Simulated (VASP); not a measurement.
Wanted: the native input for a VASP 6.6.1 run.

```yaml
Task: single point
Functional: PBEsol
Potentials_or_basis: VASP PAW PBE potentials, release 64 (Al, Ga_d, N)
Cutoff: 520 eV
k_mesh: 6 × 6 × 6
Occupations: gaussian, width 0.05 eV
Spin: no spin polarisation
Dipole_correction: no
Further_INCAR_settings: ALGO = Normal; EDIFF = 1e-06; NBANDS = 31
```

The structure of Al3GaN4 lies in POSCAR:

```
Al3GaN4
1.0
    4.0544352532      0.0000000000      0.0000000000
    0.0000000000      4.0544352532      0.0000000000
    0.0000000000      0.0000000000      4.5832746340
Al Ga N
3 1 4
Direct
    0.5000000000      0.5000000000      0.0000000000
    0.5000000000      0.0000000000      0.5000000000
    0.0000000000      0.5000000000      0.5000000000
    0.0000000000      0.0000000000      0.0000000000
    0.7447077174      0.7447077174      0.2552922826
    0.7447077174      0.2552922826      0.7447077174
    0.2552922826      0.7447077174      0.7447077174
    0.2552922826      0.2552922826      0.2552922826
```

This cell differs from its parent crystal: strain -0.080 along x and y, +0.040 along z.

The input as run:

INCAR

```
SYSTEM = Al3GaN4
PREC = Accurate
ENCUT = 520
EDIFF = 1E-6
ISMEAR = 0
SIGMA = 0.05
LREAL = .False.
LASPH = .True.
NELM = 100
ALGO = Normal
ISIF = 2
LWAVE = .False.
LCHARG = .False.
GGA = PS
NBANDS = 31
```

KPOINTS

```
Automatic mesh
0
Gamma
  6 6 6
  0 0 0
```

Potentials or basis: VASP PAW PBE potentials, release 64 (Al, Ga_d, N).

Run with:

```bash
$ cat potpaw_PBE.64/Al/POTCAR potpaw_PBE.64/Ga_d/POTCAR potpaw_PBE.64/N/POTCAR > POTCAR
$ mpirun -np 1 vasp_std > vasp.out
```

Results of the run:

- Pressure: 31.1 GPa
- Largest force: 0.156 eV/Å
- Band gap on the k mesh: 2.91 eV (least direct gap 2.99 eV)

Caveat: the cell differs from its parent crystal (strain -0.080 along x and y, +0.040 along z); the cell stands under pressure; the PAW data sets were made with another functional, which shifts forces and pressure a little.

Run time: 98 s on 1 thread of Intel Xeon 8259CL (shared host), peak memory 0.23 GiB.
